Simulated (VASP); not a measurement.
Set up this calculation in VASP 6.6.1, as the native input.

- Task: relaxation of cell and atoms
- Functional: PBE
- Potentials or basis: VASP PAW PBE potentials, release 64 (W_sv)
- Cutoff: 600 eV
- k mesh: 17 × 17 × 17
- Occupations: fermi-dirac, width 0.08 eV
- Spin: no spin polarisation
- Target pressure: 8.7 GPa
- Dipole correction: no
- Further INCAR settings: ALGO = Normal; EDIFF = 1e-07; IBRION = 2; EDIFFG = -0.005; NSW = 60; ISIF = 3

The structure of W lies in POSCAR:

```
W
1.0
   -1.5868313506      1.5868313506      1.5868313506
    1.5868313506     -1.5868313506      1.5868313506
    1.5868313506      1.5868313506     -1.5868313506
W
1
Direct
    0.0000000000      0.0000000000      0.0000000000
```

The input as run:

INCAR

```
SYSTEM = W
ALGO = Normal ; EDIFF = 1E-7
EDIFFG = -0.005 ; ENCUT = 600
GGA = PE ; IBRION = 2
ISIF = 3 ; ISMEAR = -1
LASPH = .True. ; LCHARG = .False.
LREAL = .False. ; LWAVE = .False.
NELM = 60 ; NSW = 60
PREC = Accurate ; PSTRESS = 87.0
SIGMA = 0.08
```

KPOINTS

```
k-points
0
Gamma
  17 17 17
  0 0 0
```

Potentials or basis: VASP PAW PBE potentials, release 64 (W_sv).

Run with:

```sh
$ cat potpaw_PBE.64/W_sv/POTCAR > POTCAR
$ mpirun -np 1 vasp_std > vasp.out
```

It gave:

- Relaxed volume: 15.74 Å³/atom
- Relaxed cell: a = 2.734 Å, b = 2.734 Å, c = 2.734 Å, α = 109.47°, β = 109.47°, γ = 109.47°
- Space group after relaxing (to 0.1 Å): Im-3m (No. 229)
- Energy change on relaxing (the run minimises the enthalpy): +9.4 meV/atom
- Ionic steps: 4
- Pressure after relaxing: 8.7 GPa
- Band gap on the k mesh: zero (bands 7 and 8 overlap by 6.04 eV)

Caveat: the cell is relaxed towards a set pressure, so the run minimises the enthalpy, not the energy; spin-orbit coupling is left out, which moves the levels of the heavy elements.

Run time: 96 s on 1 thread of Intel Xeon 8259CL, with other jobs on the host, peak memory 0.18 GiB.
